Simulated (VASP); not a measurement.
Write the native input for VASP 6.6.1 that does the following.

* Task: single point
* Functional: r2SCAN
* Potentials or basis: VASP PAW PBE potentials, release 64 (Br, K_sv)
* Cutoff: 520 eV
* k mesh: 6 × 6 × 6
* Occupations: methfessel-paxton, width 0.05 eV
* Spin: non-collinear spin, zero start, spin-orbit coupling
* Starting moments: [[0.0, 0.0, 0.0], [0.0, 0.0, 0.0]] μB
* Dipole correction: no
* Further INCAR settings: ALGO = Normal; EDIFF = 1e-06; NBANDS = 28

The system is KBr.

```xyz
2
Lattice="0.0000 3.3000 3.3000 3.3000 0.0000 3.3000 3.3000 3.3000 0.0000" Properties=species:S:1:pos:R:3 pbc="T T T"
Br    3.3000    3.3000    3.3000
K     0.0000    0.0000    0.0000
```

One way to write it, as run:

POSCAR

```
KBr
1.0
    0.0000000000      3.3000000000      3.3000000000
    3.3000000000      0.0000000000      3.3000000000
    3.3000000000      3.3000000000      0.0000000000
Br K
1 1
Direct
    0.5000000000      0.5000000000      0.5000000000
    0.0000000000      0.0000000000      0.0000000000
```

INCAR.step1

```
SYSTEM = KBr
PREC = Accurate
ENCUT = 520
ISMEAR = 1
SIGMA = 0.05
LREAL = .FALSE.
LASPH = .TRUE.
NELM = 150
MAGMOM = 0 0 0 0 0 0
LSORBIT = .TRUE.
GGA_COMPAT = .FALSE.
NBANDS = 28
GGA = PE
ALGO = Normal
EDIFF = 1E-4
LWAVE = .TRUE.
LCHARG = .FALSE.
```

INCAR.step2

```
SYSTEM = KBr
PREC = Accurate
ENCUT = 520
EDIFF = 1E-6
ISMEAR = 1
SIGMA = 0.05
LREAL = .FALSE.
LASPH = .TRUE.
NELM = 150
ALGO = Normal
ISIF = 2
LWAVE = .FALSE.
LCHARG = .TRUE.
MAGMOM = 0 0 0 0 0 0
LORBIT = 11
LSORBIT = .TRUE.
GGA_COMPAT = .FALSE.
LORBMOM = .TRUE.
METAGGA = R2SCAN
LMIXTAU = .TRUE.
LVHAR = .TRUE.
NBANDS = 28
ISTART = 1
```

KPOINTS

```
regular mesh
0
G
  6 6 6
  0 0 0
```

Potentials or basis: VASP PAW PBE potentials, release 64 (Br, K_sv).

Run with:

```console
$ cat potpaw_PBE.64/Br/POTCAR potpaw_PBE.64/K_sv/POTCAR > POTCAR
$ cp INCAR.step1 INCAR
$ mpirun -np 1 vasp_ncl > vasp.out
$ cp INCAR.step2 INCAR
$ mpirun -np 1 vasp_ncl > vasp.out
```

It gave:

```
Pressure                                              : 0.1 GPa
Net moment                                            : 0.00 μB per cell
Valence electrons inside the program's atomic spheres : Br 4.93; K 7.66
```

Caveat: the PAW data sets were made with another functional, which shifts forces and pressure a little.

Run time: 2.9 min on 1 thread of Intel(R) Xeon(R) 6975P-C (Granite Rapids) (shared host), peak memory 0.47 GiB.
